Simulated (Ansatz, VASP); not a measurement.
# Ni: VASP beside Ansatz

Contents of INCAR:

```
ALGO = Normal
EDIFF = 1E-7
ENCUT = 520
GGA = PE
ISIF = 2
ISMEAR = -1
ISPIN = 2
LASPH = T
LCHARG = F
LMAXMIX = 4
LORBIT = 11
LREAL = F
LWAVE = F
MAGMOM = 0.2
NBANDS = 15
NELM = 150
PREC = Accurate
SIGMA = 0.05
```

Contents of KPOINTS:

```
k-points
0
Gamma
  12 12 12
```

File POSCAR:

```
Ni
1.0
    0.0000000000      1.7673500000      1.7673500000
    1.7673500000      0.0000000000      1.7673500000
    1.7673500000      1.7673500000      0.0000000000
Ni
1
Direct
    0.0000000000      0.0000000000      0.0000000000
```

Input for Ansatz:

```yaml
crystal:
  lattice:
    - [0.0, 1.76735, 1.76735]
    - [1.76735, 0.0, 1.76735]
    - [1.76735, 1.76735, 0.0]
  atoms:
    - { symbol: Ni, position: [0.0, 0.0, 0.0], spin: 0.2 }
magnetization:
  spin_polarized: true
hamiltonian:
  xc: pbe
  pseudopotentials: { kind: paw }
basis:
  ecutwfc: 420
kpoints:
  mp_grid: { grid: [12, 12, 12] }
scf:
  occupations: { method: fermi_dirac, width: 0.05 }
  lower_state_search: "off"
output:
  forces: true
  stress: true
```

Change from the starting cell: parallel moments scaled by 0.1, free total moment.

Alike in both runs: task single point; functional PBE; k mesh 12 × 12 × 12; occupations fermi-dirac, width 0.05 eV; collinear spin.

```csv
,VASP,Ansatz
version,VASP 6.6.1,Ansatz 0.2.0
potentials or method,"VASP PAW PBE potentials, release 64 (Ni), cutoff 520 eV","PAW, plane waves, scalar-relativistic"
valence electrons in the cell,10,18
```

```tsv
	VASP	Ansatz	Ansatz less VASP
pressure (GPa)	-2.3	-2.2	+0.03
net moment per atom (μB)	0.68	0.69	+0.013
size of the moment on the site where the two differ most (μB)	0.69	0.73	+0.041
```

Site moments also hang on the region over which each program counts them. VASP's potentials hold 10 valence electrons a cell and Ansatz's 18, so a difference there can come from the potentials and not from the codes.
